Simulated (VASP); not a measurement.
# SiC (P6_3mc) in VASP: further runs, part 2 of 2

VASP 6.6.1. The steps go on from the part before.

### 3 Phonons, r2SCAN

This run uses another cell than the first one, of 10.16 Å³/atom.

INCAR

```
SYSTEM = SiC
PREC     = Accurate       ! precision mode
ENCUT    = 520            ! plane-wave cutoff, eV
EDIFF    = 1E-8           ! SCF threshold, eV
ISMEAR   = 0              ! smearing method
SIGMA    = 0.01           ! smearing width, eV
LREAL    = .FALSE.        ! projectors in reciprocal space
LASPH    = .TRUE.         ! aspherical terms in the spheres
NELM     = 100            ! most SCF steps
ALGO     = Normal         ! electronic algorithm
ISIF     = 2              ! what is computed and relaxed
LWAVE    = .FALSE.        ! write WAVECAR
LCHARG   = .TRUE.         ! write CHGCAR
METAGGA  = R2SCAN         ! meta-GGA
LMIXTAU  = .TRUE.       
IBRION   = 6              ! ionic algorithm
NFREE    = 2            
POTIM    = 0.015          ! step
NSW      = 1              ! ionic steps
```

KPOINTS

```
regular mesh
0
G
  8 8 6
  0 0 0
```

POSCAR

```
SiC
1.0
    3.0581653905      0.0000000000      0.0000000000
   -1.5290826953      2.6484489172      0.0000000000
    0.0000000000      0.0000000000      5.0190584191
Si C
2 2
Direct
    0.3333333333      0.6666666667      0.0046022511
    0.6666666667      0.3333333333      0.5046022511
    0.3333333333      0.6666666667      0.3803977489
    0.6666666667      0.3333333333      0.8803977489
```

Potentials or basis: VASP PAW PBE potentials, release 64 (Si, C).

Launch:

```console
$ cat potpaw_PBE.64/Si/POTCAR potpaw_PBE.64/C/POTCAR > POTCAR
$ mpirun -np 1 vasp_std > vasp.out
```

OUTCAR:

```text
SYSTEM = SiC
   PREC = Accurate
   ENCUT = 520
   EDIFF = 1E-8
   ISMEAR = 0
   LREAL = .FALSE.
   LASPH = .TRUE.
   NELM = 100
   ISIF = 2
   METAGGA = R2SCAN
   IBRION = 6
   NFREE = 2
   POTIM = 0.015
   NSW = 1

 ion  position               nearest neighbor table
   1  0.333  0.667  0.005-   4 1.87   4 1.87   4 1.87   3 1.89   2 3.07   2 3.07   2 3.07   2 3.07
                             2 3.07   2 3.07
   2  0.667  0.333  0.505-   3 1.87   3 1.87   3 1.87   4 1.89   1 3.07   1 3.07   1 3.07   1 3.07
                             1 3.07   1 3.07
   3  0.333  0.667  0.380-   2 1.87   2 1.87   2 1.87   1 1.89
   4  0.667  0.333  0.880-   1 1.87   1 1.87   1 1.87   2 1.89

  LATTYP: Found a hexagonal cell.
 ALAT       =     3.0581653905
 C/A-ratio  =     1.6411991433

  Lattice vectors:

 A1 = (   3.0581653905,   0.0000000000,   0.0000000000)
 A2 = (  -1.5290826953,   2.6484489172,   0.0000000000)
 A3 = (   0.0000000000,   0.0000000000,   5.0190584191)

Analysis of symmetry for initial positions (statically):
=====================================================================
 Subroutine PRICEL returns:
 Original cell was already a primitive cell.

 Routine SETGRP: Setting up the symmetry group for a
 hexagonal supercell.

 Subroutine GETGRP returns: Found 12 space group operations
 (whereof  6 operations were pure point group operations)
 out of a pool of 24 trial point group operations.

The static configuration has the point symmetry C_3v.
 The point group associated with its full space group is C_6v.

Analysis of symmetry for dynamics (positions and initial velocities):
=====================================================================
 Subroutine PRICEL returns:
 Original cell was already a primitive cell.

 Routine SETGRP: Setting up the symmetry group for a
 hexagonal supercell.

 Subroutine GETGRP returns: Found 12 space group operations
 (whereof  6 operations were pure point group operations)
 out of a pool of 24 trial point group operations.

The dynamic configuration has the point symmetry C_3v.
 The point group associated with its full space group is C_6v.

 Subroutine INISYM returns: Found 12 space group operations
 (whereof  6 operations are pure point group operations),
 and found     1 'primitive' translations

----------------------------------------------------------------------------------------

                                     Primitive cell

  volume of cell :      40.6513

  direct lattice vectors                    reciprocal lattice vectors
     3.058165391  0.000000000  0.000000000     0.326993433  0.188789747  0.000000000
    -1.529082695  2.648448917  0.000000000     0.000000000  0.377579493  0.000000000
[... 135 lines left out ...]
  ext. energy  EPLUGINS =         0.00000000
  ---------------------------------------------------
  free energy    TOTEN  =       -38.62892155 eV

  energy without entropy =      -38.62892155  energy(sigma->0) =      -38.62892155

------------------------ aborting loop because EDIFF is reached ----------------------------------------

  FORCE on cell =-STRESS in cart. coord.  units (eV):
  Direction    XX          YY          ZZ          XY          YZ          ZX
  --------------------------------------------------------------------------------------
  -------------------------------------------------------------------------------------
  Total        0.9628035      0.9628035      0.9666549     -0.0000000     -0.0000000     -0.0000000
  in kB       37.9466483     37.9466483     38.0984410     -0.0000000     -0.0000000     -0.0000000
  external PRESSURE =      37.9972459 kB  Pullay stress =       0.0000000 kB
[... 291 lines left out ...]
--------------------------------------- Ionic step        9  -------------------------------------------

 number of electron      15.9999999 magnetization

 Free energy of the ion-electron system (eV)
  ---------------------------------------------------
  ext. energy  EPLUGINS =         0.00000000
  ---------------------------------------------------
  free energy    TOTEN  =       -38.62593850 eV

  energy without entropy =      -38.62593850  energy(sigma->0) =      -38.62593850

 E-fermi :   8.4616     XC(G=0): -12.0054

 val. band max:        8.3607723582   @ k =   0.0000   0.0000   0.0000
 cond. band min:      11.2007460828   @ k =   0.3750   0.2500   0.0000
 fundamental gap:      2.8399737245
 Fermi energy:         8.4616227795

 k-point     1 :       0.0000    0.0000    0.0000
  band No.  band energies     occupation
      1      -8.1537      2.00000
      2      -4.4504      2.00000
      3      -0.7769      2.00000
      4       6.9594      2.00000
      5       6.9594      2.00000
      6       8.1798      2.00000
      7       8.3608      2.00000
      8       8.3608      2.00000
      9      13.8741      0.00000
     10      15.3113      0.00000
     11      15.6395      0.00000
     12      15.6395      0.00000
[... 331 lines left out ...]
 k-point    24 :       0.3750   -0.0000    0.3333
  band No.  band energies     occupation
      1      -5.2470      2.00000
      2      -3.9057      2.00000
      3       0.4234      2.00000
      4       1.7152      2.00000
      5       4.1070      2.00000
      6       5.4887      2.00000
      7       6.4351      2.00000
      8       6.5568      2.00000
      9      11.9627      0.00000
     10      12.8282      0.00000
     11      14.7281      0.00000
     12      16.3556      0.00000

 [... further k-points ...]

------------------------ aborting loop because EDIFF is reached ----------------------------------------

  FORCE on cell =-STRESS in cart. coord.  units (eV):
  Direction    XX          YY          ZZ          XY          YZ          ZX
  --------------------------------------------------------------------------------------
  -------------------------------------------------------------------------------------
  Total        0.8874231      0.8874231      1.1245667     -0.0000000     -0.0000000     -0.0000000
  in kB       34.9757067     34.9757067     44.3221661     -0.0000000     -0.0000000     -0.0000000
  external PRESSURE =      38.0911932 kB  Pullay stress =       0.0000000 kB
[... 19 lines left out ...]
  FREE ENERGIE OF THE ION-ELECTRON SYSTEM (eV)
  ---------------------------------------------------
  free  energy   TOTEN  =       -38.6259385013 eV

  energy  without entropy=      -38.6259385013  energy(sigma->0) =      -38.62593850

 INTERNAL STRAIN TENSORS FROM DISPLACED ATOMS
 ============================================

 INTERNAL STRAIN TENSOR FOR ION    1 for displacements in x,y,z  (eV/Angst):
          X           Y           Z          XY          YZ          ZX
  --------------------------------------------------------------------------------
  x     0.00000    -0.00000     0.00000    -8.06946     0.00000    -5.97065
  y    -8.06946     8.06946     0.00000    -0.00000    -5.97066     0.00000
  z    -5.13963    -5.13963     9.84245     0.00000    -0.00000     0.00000

 INTERNAL STRAIN TENSOR FOR ION    4 for displacements in x,y,z  (eV/Angst):
          X           Y           Z          XY          YZ          ZX
  --------------------------------------------------------------------------------
  x    -0.00000     0.00000     0.00000    10.01214    -0.00000     5.97123
  y    10.01214   -10.01214     0.00000     0.00000     5.97123    -0.00000
  z     5.14117     5.14117    -9.83913    -0.00000     0.00000     0.00000

 Eigenvectors and eigenvalues of the dynamical matrix
 ----------------------------------------------------

   1 f  =   25.876481 THz   162.586725 2PiTHz  863.146497 cm-1   107.016478 meV
             X         Y         Z           dx          dy          dz
     -0.000000  1.765633  0.023099     0.000000    0.000000   -0.019136
      1.529083  0.882816  2.532628     0.000000    0.000000    0.019136
     -0.000000  1.765633  1.909239    -0.000000   -0.000000   -0.706848
      1.529083  0.882816  4.418768    -0.000000   -0.000000    0.706848
[... 71 lines left out ...]
  12 f/i=    0.000608 THz     0.003818 2PiTHz    0.020271 cm-1     0.002513 meV
             X         Y         Z           dx          dy          dz
     -0.000000  1.765633  0.023099    -0.475530    0.352284    0.000000
      1.529083  0.882816  2.532628    -0.475530    0.352284    0.000000
     -0.000000  1.765633  1.909239    -0.310962    0.230368    0.000000
      1.529083  0.882816  4.418768    -0.310962    0.230368    0.000000

 ELASTIC MODULI CONTR FROM IONIC RELAXATION (kBar)
 Direction    XX          YY          ZZ          XY          YZ          ZX
 --------------------------------------------------------------------------------
 XX        -489.9028    272.7076    207.8995      0.0000     -0.0000     -0.0000
 YY         272.7076   -489.9028    207.8995      0.0000      0.0000      0.0000
 ZZ         207.8995    207.8995   -398.0035     -0.0000     -0.0000      0.0000
 XY           0.0000      0.0000     -0.0000   -381.3052      0.0000     -0.0000
 YZ          -0.0000      0.0000     -0.0000      0.0000   -136.0851      0.0000
 ZX          -0.0000      0.0000      0.0000     -0.0000      0.0000   -136.0850
 --------------------------------------------------------------------------------
```

Run time: 16 min. Hardware: 1 thread of Intel Xeon Platinum 8375C at 2.90GHz (Ice Lake), shared host; peak memory 0.28 GiB.

Results:

```
Highest phonon frequency at Γ, LO-TO splitting left out : 863 cm⁻¹
```

Phonon frequencies in cm⁻¹ (negative: imaginary):
```
              q point                                frequencies
(0.000, 0.000, 0.000)  0 0 0 271 271 614 781 781 787 817 817 863
```

Caveat: the cell stands under pressure or tension, which shifts response properties; the PAW data sets were made with another functional, which shifts forces and pressure a little.

### 4 Phonons, r2SCAN

This run uses another cell than the first one, of 10.25 Å³/atom.

INCAR

```
SYSTEM = SiC
  ALGO = Normal
  EDIFF = 1E-8
  ENCUT = 520
  IBRION = 6
  ISIF = 2
  ISMEAR = 0
  LASPH = .TRUE.
  LCHARG = .FALSE.
  LMIXTAU = .TRUE.
  LREAL = .FALSE.
  LWAVE = .FALSE.
  METAGGA = R2SCAN
  NELM = 60
  NFREE = 2
  NSW = 1
  POTIM = 0.015
  PREC = Accurate
  SIGMA = 0.01
```

KPOINTS

```
k-points
0
G
  8 8 6
  0 0 0
```

POSCAR

```
SiC
1.0
    3.0665872464      0.0000000000      0.0000000000
   -1.5332936232      2.6557424583      0.0000000000
    0.0000000000      0.0000000000      5.0332073930
Si C
2 2
Direct
    0.3333333333      0.6666666667      0.0045980831
    0.6666666667      0.3333333333      0.5045980831
    0.3333333333      0.6666666667      0.3804019169
    0.6666666667      0.3333333333      0.8804019169
```

Potentials or basis: VASP PAW PBE potentials, release 64 (Si, C).

Launch:

```console
$ cat potpaw_PBE.64/Si/POTCAR potpaw_PBE.64/C/POTCAR > POTCAR
$ mpirun -np 1 vasp_std > vasp.out
```

OUTCAR:

```text
SYSTEM = SiC
   EDIFF = 1E-8
   ENCUT = 520
   IBRION = 6
   ISIF = 2
   ISMEAR = 0
   LASPH = .TRUE.
   LREAL = .FALSE.
   METAGGA = R2SCAN
   NELM = 60
   NFREE = 2
   NSW = 1
   POTIM = 0.015
   PREC = Accurate

 ion  position               nearest neighbor table
   1  0.333  0.667  0.005-   4 1.88   4 1.88   4 1.88   3 1.89   2 3.08   2 3.08   2 3.08   2 3.08
                             2 3.08   2 3.08
   2  0.667  0.333  0.505-   3 1.88   3 1.88   3 1.88   4 1.89   1 3.08   1 3.08   1 3.08   1 3.08
[... 924 lines left out ...]
          X           Y           Z          XY          YZ          ZX
  --------------------------------------------------------------------------------
  x     0.00000     0.00000     0.00000     9.59924     0.00000     5.71126
  y     9.59924    -9.59924    -0.00000     0.00000     5.71126     0.00000
  z     4.87517     4.87517    -9.28828     0.00000     0.00000     0.00000

 Eigenvectors and eigenvalues of the dynamical matrix
 ----------------------------------------------------

   1 f  =   25.634524 THz   161.066465 2PiTHz  855.075683 cm-1   106.015825 meV
             X         Y         Z           dx          dy          dz
     -0.000000  1.770495  0.023143     0.000000   -0.000000   -0.027130
      1.533294  0.885247  2.539747     0.000000   -0.000000    0.027130
     -0.000000  1.770495  1.914642    -0.000000    0.000000   -0.706586
      1.533294  0.885247  4.431245    -0.000000    0.000000    0.706586
[... 71 lines left out ...]
  12 f/i=    0.000644 THz     0.004045 2PiTHz    0.021474 cm-1     0.002662 meV
             X         Y         Z           dx          dy          dz
     -0.000000  1.770495  0.023143    -0.567346   -0.168384   -0.000000
      1.533294  0.885247  2.539747    -0.567346   -0.168384   -0.000000
     -0.000000  1.770495  1.914642    -0.371001   -0.110110   -0.000000
      1.533294  0.885247  4.431245    -0.371001   -0.110110   -0.000000

 ELASTIC MODULI CONTR FROM IONIC RELAXATION (kBar)
 Direction    XX          YY          ZZ          XY          YZ          ZX
 --------------------------------------------------------------------------------
 XX        -453.1267    255.7903    188.0574      0.0000      0.0000     -0.0000
 YY         255.7903   -453.1267    188.0574     -0.0000      0.0000      0.0000
 ZZ         188.0574    188.0574   -358.4295      0.0000      0.0000     -0.0000
 XY           0.0000     -0.0000      0.0000   -354.4585      0.0000      0.0000
 YZ          -0.0000      0.0000      0.0000      0.0000   -125.7820      0.0000
 ZX          -0.0000      0.0000     -0.0000      0.0000      0.0000   -125.7819
 --------------------------------------------------------------------------------
```

OSZICAR:

```text
N       E                     dE             d eps       ncg     rms          rms(c)
DAV:   1     0.253453532622E+02    0.25345E+02   -0.77267E+03   960   0.124E+03
DAV:   2    -0.417568538573E+02   -0.67102E+02   -0.61536E+02  1384   0.195E+02
DAV:   3    -0.446472714683E+02   -0.28904E+01   -0.28734E+01  1264   0.400E+01
[... 143 lines left out ...]
DAV:  12    -0.386320529227E+02    0.39460E-07   -0.74870E-09   764   0.113E-03    0.645E-05
DAV:  13    -0.386320529495E+02   -0.26843E-07   -0.11878E-09   680   0.427E-04    0.341E-05
DAV:  14    -0.386320529262E+02    0.23296E-07   -0.37176E-10   664   0.271E-04    0.252E-05
DAV:  15    -0.386320529373E+02   -0.11005E-07   -0.82770E-11   644   0.116E-04    0.107E-05
DAV:  16    -0.386320529309E+02    0.63769E-08   -0.19863E-11   636   0.620E-05
   9 F= -.38632053E+02 E0= -.38632053E+02  d E =-.156323E-42
```

Wall time 15 min (1 thread of Intel Xeon Platinum 8375C at 2.90GHz (Ice Lake), shared host); peak memory 0.28 GiB.

Results:

```yaml
Highest_phonon_frequency_at_Γ_LO-TO_splitting_left_out: 855 cm⁻¹
```

Phonon frequencies in cm⁻¹ (negative: imaginary):
| q point | frequencies |
| --- | --- |
| (0.000, 0.000, 0.000) | 0 0 0 271 271 609 773 773 780 809 809 855 |

Caveat: the cell stands under pressure or tension, which shifts response properties; the PAW data sets were made with another functional, which shifts forces and pressure a little.
